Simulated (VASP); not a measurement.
A run of VASP 6.6.1 is set up as follows.

The input INCAR:

```
SYSTEM = AlCo
  PREC = Accurate
  ENCUT = 520
  EDIFF = 1E-6
  ISMEAR = 0
  SIGMA = 0.15
  LREAL = .FALSE.
  LASPH = .TRUE.
  NELM = 80
  ALGO = Fast
  ISIF = 2
  LWAVE = .FALSE.
  LCHARG = .FALSE.
  GGA = PE
  NBANDS = 27
```

KPOINTS

```
Automatic mesh
0
G
  21 21 7
  0 0 0
```

Contents of POSCAR:

```
AlCo
1.0
    0.0000000000     -2.8519024102      0.0000000000
    0.0000000000      0.0000000000     -2.8519024102
    9.5557072306      0.0000000000      0.0000000000
Al Co
3 3
Direct
    1.0000000000      1.0000000000      0.2238227021
    1.0000000000      1.0000000000      0.5222728682
    1.0000000000      1.0000000000      0.8207230343
    0.5000000000      0.5000000000      0.0745976190
    0.5000000000      0.5000000000      0.3730477851
    0.5000000000      0.5000000000      0.6714979512
```

Potentials or basis: VASP PAW PBE potentials, release 64 (Al, Co).

Run with:

```sh
$ cat potpaw_PBE.64/Al/POTCAR potpaw_PBE.64/Co/POTCAR > POTCAR
$ mpirun -np 1 vasp_std > vasp.out
```

Task: Estimate the pressure.

Result: -6.7 GPa.

Task: Estimate the largest force.

Result: 1.516 eV/Å.

Forces on the atoms (eV/Å):
```
Al  -0.720  0.000  0.000
Al  -0.176  0.000  0.000
Al   1.516  0.000  0.000
Co  -0.980  0.000  0.000
Co   0.108  0.000  0.000
Co   0.252  0.000  0.000
```

Caveat: the cell differs from its parent crystal (the distance across one plane changed); the cell stands under tension; the run has no spin polarisation, though such a crystal can be magnetic; forces of over 1 eV/Å act on the atoms, so gaps and moduli don't describe the material at rest. Spin polarisation is off, so any magnetic state and its effect on volume and gap are missing.
